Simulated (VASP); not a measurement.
The system is RbBr.

```
Rb Br
1.0
     4.20058    0.00000    0.00000
     0.00000    4.20058    0.00000
     0.00000    0.00000    4.20058
Rb Br
1 1
Direct
  0.00000 0.00000 0.00000
  0.50000 0.50000 0.50000
```

This cell differs from its parent crystal: strain +1.8%.

Program: VASP 6.6.1. Alike in all runs: task single point; potentials or basis VASP PAW PBE potentials, release 64 (Rb_sv, Br); no spin polarisation; cell as given; cutoff (eV) 520.

Problem. Order these runs on this cell by their band gap on the k mesh, lowest first.
A. level r2SCAN; k mesh 6 × 6 × 6; smearing gaussian 0.01 eV
B. level PBE; k mesh 6 × 6 × 6; smearing fermi-dirac 0.02 eV
C. level HSE06; k mesh 4 × 4 × 4; smearing gaussian 0.01 eV; grid for exact exchange (PRECFOCK) Normal; share of exact exchange 0.25; screening parameter 0.2079 1/Å

Solution. B (3.91 eV), A (4.64 eV), C (5.07 eV).

Caveats: the structure was generated, so it needn't be the stable form of RbBr.

A k mesh can miss the band edges.
